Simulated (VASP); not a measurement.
The system is KZnF3.

```
K Zn F
1.0
     4.05000    0.00000    0.00000
     0.00000    4.05000    0.00000
     0.00000    0.00000    4.05000
K Zn F
1 1 3
Direct
  0.00000 0.00000 0.00000
  0.50000 0.50000 0.50000
  0.50000 0.50000 0.00000
  0.00000 0.50000 0.50000
  0.50000 0.00000 0.50000
```

* Program: VASP 6.6.1
* Task: relaxation of cell and atoms
* Functional: PBE
* Potentials or basis: VASP PAW PBE potentials, release 64 (K_sv, Zn, F)
* Cutoff: 600 eV
* k mesh: 6 × 6 × 6
* Occupations: fermi-dirac, width 0.02 eV
* Spin: no spin polarisation

At the start: pressure 4.7 GPa; volume 13.29 Å³/atom.

Q: Where does the relaxation end?

A: Over 3 steps the energy falls by 11.6 meV/atom and the volume is 14.10 Å³/atom (+6.2 %); space group Pm-3m (No. 221, to 0.05 Å).

The path:
```tsv
step	energy change (eV)	largest force (eV/Å)	pressure (GPa)	volume (Å³)
1	0.0000	0.0000	4.71	66.43
2	-0.0578	0.0000	0.27	70.26
3	-0.0580	0.0000	0.00	70.52
```

Final structure:
```cif
data_structure
_symmetry_space_group_name_H-M 'P 1'
_symmetry_Int_Tables_number 1
_cell_length_a 4.1315
_cell_length_b 4.1315
_cell_length_c 4.1315
_cell_angle_alpha 90.000
_cell_angle_beta 90.000
_cell_angle_gamma 90.000
_cell_volume 70.52
loop_
_atom_site_label
_atom_site_type_symbol
_atom_site_fract_x
_atom_site_fract_y
_atom_site_fract_z
_atom_site_occupancy
K1 K 0.00000 0.00000 0.00000 1
Zn1 Zn 0.50000 0.50000 0.50000 1
F1 F 0.50000 0.50000 0.00000 1
F2 F 0.00000 0.50000 0.50000 1
F3 F 0.50000 0.00000 0.50000 1
```
